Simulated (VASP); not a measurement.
# H4C in VASP: further runs, part 2 of 3

VASP 6.6.1. Earlier steps stand in the parts before.

## (3) Single point, PBE

INCAR

```
PREC = Accurate
ENCUT = 520
EDIFF = 1E-7
ISMEAR = -1
SIGMA = 0.02
LREAL = Auto
LASPH = True
NELM = 80
ALGO = Normal
ISIF = 2
LWAVE = False
LCHARG = False
GGA = PE
NBANDS = 58
```

KPOINTS

```
regular mesh
0
Gamma
  1 1 1
```

POSCAR

```
H4C
1.0
    7.6834750000      0.0000000000      0.0000000000
    0.0000000000      7.6834750000      0.0000000000
    0.0000000000      0.0000000000      7.6834750000
C H
8 32
Direct
    0.1976059010      0.1791116650      0.4579308191
    0.0474915322     -0.0456824549      0.9322604681
    0.7343812533      0.6572416778     -0.1201539668
    0.6017199249      0.1568691250      0.0700724607
    0.3808172734      0.7482551840      0.2792746771
    0.9306336000      0.7424635338      0.3702491386
    0.2897907522      0.6285307104      0.7406284266
    0.5879891586     -0.0076397724      0.6113900286
    0.1438541806      0.1868034971      0.5948089894
    0.3314776192      0.2502123063      0.4544428140
    0.1330257468      0.2596090961      0.3464187754
    0.2376398700      0.0587494591      0.3980490598
    0.0087330277     -0.0996554293      1.0546530053
   -0.0021604808     -0.1433856426      0.8355594311
    0.1888728733      0.0039955879      0.9241000979
   -0.0414005382      0.0708143125      0.9186858811
    0.7125291616      0.7916860535     -0.0719205828
    0.8146574304      0.5874685608     -0.0350492453
    0.8030481000      0.6898441135     -0.2391756334
    0.6200319517      0.5761976189     -0.1626217304
    0.5832387038      0.1414203860     -0.0789096080
    0.6421313273      0.2853656711      0.1048483922
    0.6796273821      0.0458126043      0.1218198797
    0.4711019428      0.1382577545      0.1252428101
    0.4397879866      0.7669446442      0.1458194372
    0.4728069005      0.6452939588      0.3321153515
    0.2491711107      0.6960522420      0.2856650149
    0.4120010802      0.8669775069      0.3438288014
    0.9087294486      0.6663521388      0.2562252106
    0.8388652270      0.8435245771      0.3976325816
    1.0617071052      0.7927272491      0.3720842457
    0.9148594874      0.6372116783      0.4620956013
    0.3537201592      0.7577560934      0.7623373539
    0.3508829013      0.4883337292      0.7378302135
    0.2516569651      0.6473503200      0.6074985602
    0.1713287282      0.6309905349      0.8135251302
    0.6679790069      0.1081281582      0.5616989708
    0.6563957064     -0.0279691155      0.7399256196
    0.5989477417     -0.1127875083      0.5138820651
    0.4762558608      0.0699292963      0.6353765711
```

Potentials or basis: VASP PAW PBE potentials, release 64 (C, H).

The run is started by

```console
$ cat potpaw_PBE.64/C/POTCAR potpaw_PBE.64/H/POTCAR > POTCAR
$ mpirun -np 1 vasp_gam > vasp.out
```

OUTCAR:

```text
PREC = Accurate
   ENCUT = 520
   EDIFF = 1E-7
   ISMEAR = -1
   LREAL = Auto
   LASPH = True
   NELM = 80
   ISIF = 2
   GGA = PE

 ion  position               nearest neighbor table
   1  0.198  0.179  0.458-  12 1.08   9 1.13  10 1.16  11 1.17
   2  0.047  0.954  0.932-  13 1.07  14 1.12  16 1.13  15 1.15
   3  0.734  0.657  0.880-  18 1.05  19 1.09  17 1.11  20 1.13
   4  0.602  0.157  0.070-  22 1.07  24 1.10  23 1.12  21 1.16
   5  0.381  0.748  0.279-  28 1.07  27 1.09  25 1.13  26 1.14
   6  0.931  0.742  0.370-  29 1.07  30 1.07  31 1.08  32 1.08
   7  0.290  0.629  0.741-  36 1.07  35 1.07  33 1.12  34 1.18
   8  0.588  0.992  0.611-  40 1.06  39 1.11  38 1.13  37 1.15
   9  0.144  0.187  0.595-   1 1.13
  10  0.331  0.250  0.454-   1 1.16
  11  0.133  0.260  0.346-   1 1.17
  12  0.238  0.059  0.398-   1 1.08
  13  0.009  0.900  0.055-   2 1.07
  14  0.998  0.857  0.836-   2 1.12
[... 24 lines left out ...]
  39  0.599  0.887  0.514-   8 1.11
  40  0.476  0.070  0.635-   8 1.06

  LATTYP: Found a simple cubic cell.
 ALAT       =     7.6834750000

  Lattice vectors:

 A1 = (   7.6834750000,   0.0000000000,   0.0000000000)
 A2 = (   0.0000000000,   7.6834750000,   0.0000000000)
 A3 = (   0.0000000000,   0.0000000000,   7.6834750000)

Analysis of symmetry for initial positions (statically):
=====================================================================
 Subroutine PRICEL returns:
 Original cell was already a primitive cell.

 Routine SETGRP: Setting up the symmetry group for a
 simple cubic supercell.

 Subroutine GETGRP returns: Found  1 space group operations
 (whereof  1 operations were pure point group operations)
 out of a pool of 48 trial point group operations.

The static configuration has the point symmetry C_1 .

Analysis of symmetry for dynamics (positions and initial velocities):
=====================================================================
 Subroutine PRICEL returns:
 Original cell was already a primitive cell.

 Routine SETGRP: Setting up the symmetry group for a
 simple cubic supercell.

 Subroutine GETGRP returns: Found  1 space group operations
 (whereof  1 operations were pure point group operations)
 out of a pool of 48 trial point group operations.

The dynamic configuration has the point symmetry C_1 .

 Subroutine INISYM returns: Found  1 space group operations
 (whereof  1 operations are pure point group operations),
 and found     1 'primitive' translations

----------------------------------------------------------------------------------------

                                     Primitive cell

  volume of cell :     453.6000

  direct lattice vectors                    reciprocal lattice vectors
     7.683475000  0.000000000  0.000000000     0.130149444  0.000000000  0.000000000
     0.000000000  7.683475000  0.000000000     0.000000000  0.130149444  0.000000000
     0.000000000  0.000000000  7.683475000     0.000000000  0.000000000  0.130149444

  length of vectors
     7.683475000  7.683475000  7.683475000     0.130149444  0.130149444  0.130149444

  position of ions in fractional coordinates (direct lattice)
     0.197605901  0.179111665  0.457930819
     0.047491532  0.954317545  0.932260468
     0.734381253  0.657241678  0.879846033
     0.601719925  0.156869125  0.070072461
     0.380817273  0.748255184  0.279274677
     0.930633600  0.742463534  0.370249139
[... 32 lines left out ...]
     0.598947742  0.887212492  0.513882065
     0.476255861  0.069929296  0.635376571

  ion indices of the primitive-cell ions
   primitive index   ion index
                 1           1
                 2           2
                 3           3
                 4           4
                 5           5
                 6           6
[... 32 lines left out ...]
                39          39
                40          40

----------------------------------------------------------------------------------------

 KPOINTS: regular mesh

Automatic generation of k-mesh.
 Grid dimensions read from file:
 generate k-points for:    1    1    1

 Generating k-lattice:

  Cartesian coordinates                     Fractional coordinates (reciprocal lattice)
     0.130149444  0.000000000  0.000000000     1.000000000  0.000000000  0.000000000
     0.000000000  0.130149444  0.000000000     0.000000000  1.000000000  0.000000000
     0.000000000  0.000000000  0.130149444     0.000000000  0.000000000  1.000000000

  Length of vectors
     0.130149444  0.130149444  0.130149444

  Shift w.r.t. Gamma in fractional coordinates (k-lattice)
     0.000000000  0.000000000  0.000000000

 Subroutine IBZKPT returns following result:
 ===========================================

 Found      1 irreducible k-points:

 Following reciprocal coordinates:
            Coordinates               Weight
  0.000000  0.000000  0.000000      1.000000
   k-points           NKPTS =      1   k-points in BZ     NKDIM =      1   number of bands    NBANDS=     58
   number of dos      NEDOS =    301   number of ions     NIONS =     40
   total plane-waves  NPLWV = 216000
   dimension x,y,z NGX =    60 NGY =   60 NGZ =   60
   dimension x,y,z NGXF=   120 NGYF=  120 NGZF=  120
   ions per type =               8  32
   NGX,Y,Z   is equivalent  to a cutoff of  12.98, 12.98, 12.98 a.u.
   NGXF,Y,Z  is equivalent  to a cutoff of  25.96, 25.96, 25.96 a.u.
 SYSTEM =  unknown system
   PREC   = accura    normal or accurate (medium, high low for compatibility)
   ISTART =      0    job   : 0-new  1-cont  2-samecut
   ICHARG =      2    charge: 1-file 2-atom 10-const
   ISPIN  =      1    spin polarized calculation?
   LNONCOLLINEAR =      F non collinear calculations
   LSORBIT =      F    spin-orbit coupling
   LASPH  =      T    aspherical Exc in radial PAW
   ENCUT  =  520.0 eV  38.22 Ry    6.18 a.u.  14.29 14.29 14.29*2*pi/ulx,y,z
   NELM   =     80;   NELMIN=  2; NELMDL= -5     # of ELM steps
   EDIFF  = 0.1E-06   stopping-criterion for ELM
   LREAL  =      T    real-space projection
   EDIFFG = 0.1E-05   stopping-criterion for IOM
   NSW    =      0    number of steps for IOM
   IBRION =     -1    ionic relax: 0-MD 1-quasi-New 2-CG
   NFREE  =      0    steps in history (QN), initial steepest desc. (CG)
   ISIF   =      2    stress and relaxation
   ISYM   =      2    0-nonsym 1-usesym 2-fastsym
   POTIM  = 0.5000    time-step for ionic-motion
   TEBEG  =    0.0;   TEEND  =   0.0 temperature during run
   PSTRESS=    0.0 pullay stress
   NELECT =      64.0000    total number of electrons
   NUPDOWN=      -1.0000    fix difference up-down
   EMIN   =  10.00;   EMAX   =-10.00  energy-range for DOS
   EFERMI =   0.00;   METHOD = LEGACY
   ISMEAR =    -1;   SIGMA  =   0.02  broadening in eV -4-tet -1-fermi 0-gaus
   EFERMI_NEDOS =   21; number of points for ismear=-14 and -15
   IALGO  =     38    algorithm
   IMIX   =      4    mixing-type and parameters
     AMIX     =   0.40;   BMIX     =  1.00
     AMIX_MAG =   1.60;   BMIX_MAG =  1.00
  volume/ion in A,a.u.               =      11.34        76.53
  Fermi-wavevector in a.u.,A,eV,Ry     =   0.852270  1.610557  9.882781  0.726364
  Thomas-Fermi vector in A             =   1.968532
   LORBIT       =      0    0 simple, 1 ext, 2 COOP (PROOUT), +10 PAW based schemes
   GGA     = PE    functional components
   LHFCALC =     F    Hartree Fock is set to
   AEXX    =    0.0000 exact exchange contribution
   IVDW    =     0    specifies the selected vdW correction
   LEPSILON=     F    determine dielectric tensor
   LRPA    =     F    only Hartree local field effects (RPA)
 non-spin polarized calculation
  energy-cutoff  :      520.00
  volume of cell :      453.60
 maximum number of plane-waves:      6099
 NGX is ok and might be reduce to    60
   NGX = 29   NGY = 29   NGZ = 29

 number of electron      63.9999997 magnetization

 Free energy of the ion-electron system (eV)
  ---------------------------------------------------
  ext. energy  EPLUGINS =         0.00000000
  ---------------------------------------------------
  free energy    TOTEN  =      -189.60456300 eV

  energy without entropy =     -189.60456300  energy(sigma->0) =     -189.60456300

 E-fermi :  -5.2087     XC(G=0):  -5.8503

 val. band max:       -5.7494840783   @ k =   0.0000   0.0000   0.0000
 cond. band min:       0.8211803178   @ k =   0.0000   0.0000   0.0000
 fundamental gap:      6.5706643961
 Fermi energy:        -5.2087371131

 k-point     1 :       0.0000    0.0000    0.0000
  band No.  band energies     occupation
      1     -15.2410      2.00000
      2     -14.9171      2.00000
      3     -14.8116      2.00000
      4     -14.6572      2.00000
      5     -14.6262      2.00000
      6     -14.5217      2.00000
[... 36 lines left out ...]
     43       4.0601      0.00000
     44       4.1973      0.00000
 [bands above 44 left out]

------------------------ aborting loop because EDIFF is reached ----------------------------------------

  FORCE on cell =-STRESS in cart. coord.  units (eV):
  Direction    XX          YY          ZZ          XY          YZ          ZX
  --------------------------------------------------------------------------------------
  -------------------------------------------------------------------------------------
  Total        2.5944789     -5.4600629      1.1337815     -2.3448648      0.0291764      0.3320517
  in kB        9.1640547    -19.2856899      4.0046716     -8.2823835      0.1030551      1.1728522
  external PRESSURE =      -2.0389878 kB  Pullay stress =       0.0000000 kB

 VOLUME and BASIS-vectors are now :
 -----------------------------------------------------------------------------
  energy-cutoff  :      520.00
  volume of cell :      453.60
      direct lattice vectors                 reciprocal lattice vectors
     7.683475000  0.000000000  0.000000000     0.130149444  0.000000000  0.000000000
     0.000000000  7.683475000  0.000000000     0.000000000  0.130149444  0.000000000
     0.000000000  0.000000000  7.683475000     0.000000000  0.000000000  0.130149444

 POSITION                                       TOTAL-FORCE (eV/Angst)
 -----------------------------------------------------------------------------------
      1.51830      1.37620      3.51850         1.594744      2.991370     -1.350111
      0.36490      7.33247      7.16300        -0.379530      1.396917     -1.118062
      5.64260      5.04990      6.76027        -1.301229      0.831455     -1.509216
      4.62330      1.20530      0.53840        -1.141275     -1.639043     -1.499660
      2.92600      5.74920      2.14580         2.461129     -1.774650     -1.313897
      7.15050      5.70470      2.84480         0.297638     -0.751630      0.514525
[... 32 lines left out ...]
      4.60200      6.81687      3.94840        -0.581964      0.342747      0.739749
      3.65930      0.53730      4.88190        -1.768240     -0.487894      0.020557
 -----------------------------------------------------------------------------------
    total drift:                                0.007862      0.002394      0.008127

  FREE ENERGIE OF THE ION-ELECTRON SYSTEM (eV)
  ---------------------------------------------------
  free  energy   TOTEN  =      -189.6045629958 eV

  energy  without entropy=     -189.6045629958  energy(sigma->0) =     -189.60456300
```

Wall time 2.2 min (1 thread of Intel Xeon 8259CL, shared host); peak memory 0.45 GiB.

What came out:

```
Free energy            : -189.6046 eV
Pressure               : -0.2 GPa
Largest force          : 3.726 eV/Å
Band gap on the k mesh : 6.57 eV
```

Forces in eV/Å, atoms in the order of the input:
```
C    1.595  2.991 -1.350
C   -0.380  1.397 -1.118
C   -1.301  0.831 -1.509
C   -1.141 -1.639 -1.500
C    2.461 -1.775 -1.314
C    0.298 -0.752  0.515
C    0.592 -0.738 -0.891
C    3.211  1.840  0.432
H    0.122 -0.345 -1.390
H   -1.312 -0.532  0.553
H   -0.048 -0.994  1.738
H   -0.557 -0.914  0.396
H    0.416 -0.283  1.034
H    1.032  0.763  0.174
H   -1.543 -1.021  0.003
H    0.641 -0.527 -0.090
H   -0.715 -0.799  0.351
H    1.060 -0.881  1.063
H    0.476 -0.432 -0.444
H    0.472  0.928  0.696
H    0.446  0.366  1.767
H    0.675  0.617  0.158
H    0.043  0.814 -0.246
H   -0.081  0.067  0.013
H   -1.071 -0.235  0.478
H   -0.747  0.649 -0.021
H    0.164  0.365 -0.299
H   -0.460  0.679  0.719
H   -0.321  0.232 -1.436
H   -0.590  0.458 -0.181
H    0.134  0.143  0.155
H    0.172 -0.057  1.101
H    0.656 -1.337  0.521
H   -0.160  2.305  0.615
H   -0.545 -0.150 -0.910
H   -0.640 -0.319  0.633
H   -0.052 -1.044 -0.110
H   -0.652 -0.526 -1.068
H   -0.582  0.343  0.740
H   -1.768 -0.488  0.021
```

Caveat: the k points lie up to 0.82 Å⁻¹ apart; the atoms stand as in a frame of molecular dynamics.

## (4) Single point, PBE

INCAR

```
SYSTEM = H4C
ALGO     = Normal         ! electronic algorithm
EDIFF    = 1E-7           ! SCF threshold, eV
ENCUT    = 520            ! plane-wave cutoff, eV
GGA      = PE             ! functional
ISIF     = 2              ! what is computed and relaxed
ISMEAR   = -1             ! smearing method
LASPH    = .True.         ! aspherical terms in the spheres
LCHARG   = .True.         ! write CHGCAR
LELF     = .True.         ! ELF
LREAL    = Auto         
LVHAR    = .True.       
LWAVE    = .False.        ! write WAVECAR
NBANDS   = 58             ! bands
NELM     = 80             ! most SCF steps
PREC     = Accurate       ! precision mode
SIGMA    = 0.02           ! smearing width, eV
```

KPOINTS

```
k-points
0
Gamma
  1 1 1
  0 0 0
```

POSCAR

```
H4C
1.0
    7.6834750000      0.0000000000      0.0000000000
    0.0000000000      7.6834750000      0.0000000000
    0.0000000000      0.0000000000      7.6834750000
C H
8 32
Direct
    0.1983347379      0.1952632110      0.4890365362
   -0.0007548668      0.0232837355      0.9334318131
    0.7671528833      0.6225178061     -0.0886838312
    0.5709005365      0.1504918022      0.1025968068
    0.3858150121      0.6861088245      0.2703464253
    0.9520952434      0.8138765337      0.3070485685
    0.3116949037      0.6497580847      0.7544502976
    0.6206957139     -0.0220603308      0.5954337068
    0.1943521649      0.2398003508      0.6304308923
    0.3135430258      0.2427807730      0.4301959725
    0.1025317321      0.2773354504      0.4018754535
    0.1622573120      0.0584240855      0.4934355874
   -0.0530749433     -0.1009439088      0.9437396491
    0.0431835856      0.0248975887      0.7696387377
    0.0802631622      0.0495609083      1.0332304068
   -0.1311646098      0.0787664436      0.9439478882
    0.6957789282      0.7309713378     -0.1107181321
    0.8462186706      0.6468167073      0.0248325139
    0.8618366039      0.5904750129     -0.2060265700
    0.6748639125      0.5169405770     -0.0805364760
    0.5398598941      0.0828791660     -0.0228542424
    0.6579574997      0.2689668412      0.1008658192
    0.6480791569      0.0348800510      0.1646260318
    0.4488594028      0.1697799498      0.1767689750
    0.5147800962      0.6727815214      0.1959660180
    0.4033461422      0.5534865409      0.3552298927
    0.2685243331      0.6725082075      0.2035537306
    0.3920491705      0.7883281979      0.3714204836
    0.9679214158      0.6829461930      0.2513706363
    0.8239631156      0.8862005798      0.2728452946
    1.0580368909      0.8788861811      0.2547805518
    0.9574183556      0.8229089052      0.4532974989
    0.3367486717      0.6263311848      0.8984476425
    0.3364753578      0.5406538057      0.6699052187
    0.3623750972      0.7779162423      0.6970413778
    0.1721877145      0.6709464142      0.7566107783
    0.6981476480      0.0905189384      0.5382200111
    0.6900523526     -0.0375741445      0.7237350287
    0.6525562978     -0.1305789373      0.5006588816
    0.4802904936      0.0225679136      0.5989867866
```

The run is started by

```console
$ cat potpaw_PBE.64/C/POTCAR potpaw_PBE.64/H/POTCAR > POTCAR
$ mpirun -np 1 vasp_gam > vasp.out
```

It took 2.4 min on 1 thread of Intel Xeon 8259CL, shared host; peak memory 0.46 GiB.

The run converged. Its results:

```yaml
Free_energy: -188.8725 eV
Pressure: -0.9 GPa
Largest_force: 6.835 eV/Å
Band_gap_on_the_k_mesh: 6.71 eV
```

Forces in eV/Å, atoms in the order of the input:
```
C   -2.512  2.140  0.597
C   -2.162 -0.052 -6.484
C    2.874 -2.717 -1.659
C    1.008 -1.891  0.496
C    3.763 -2.910  2.737
C   -2.542  0.163  1.380
C   -0.400  1.604  0.939
C    1.330  1.128 -0.766
H   -0.089  0.017 -1.269
H    1.660 -0.570 -0.284
H    0.495 -1.255  1.544
H    0.427 -0.171 -0.640
H    0.163 -2.615  0.334
H   -0.525  0.452  4.001
H    2.469  1.054  2.061
H    0.272  1.391 -0.055
H   -1.645  2.847 -0.908
H    0.114 -0.446  0.469
H   -1.401  0.612  1.567
H   -0.058 -0.594  0.427
H    0.052  1.198  0.176
H   -0.819 -0.910 -0.341
H   -0.871  1.646 -0.148
H    0.448  0.068 -0.179
H   -1.579  0.716  0.194
H   -0.622  2.015 -1.185
H   -1.290  0.130 -1.176
H   -0.154 -0.063 -0.671
H   -0.679 -0.093  0.533
H    1.547 -1.142 -0.017
H    1.556  1.515 -0.660
H    0.180 -0.582 -0.922
H    0.521  0.228 -1.432
H    0.384 -0.412 -0.096
H    0.020 -1.453  0.910
H   -0.652 -0.084 -0.278
H   -0.709 -0.519  0.237
H   -1.008 -0.313 -0.720
H   -0.701  0.564  1.101
H    1.138 -0.696  0.188
```

Stress tensor (GPa, compression positive):
```
 0.33  1.18  1.17
 1.18 -0.04 -0.08
 1.17 -0.08 -3.05
```

Levels at points of the mesh, in eV from the valence-band top:
```tsv
k point	band 29	band 30	band 31	band 32	band 33	band 34	band 35	band 36
(0.00, 0.00, 0.00)	-0.27	-0.12	-0.08	0.00	6.71	8.62	8.64	8.89
```

Caveat: the k points lie up to 0.82 Å⁻¹ apart; the atoms stand as in a frame of molecular dynamics.

[end of part 2 of 3]
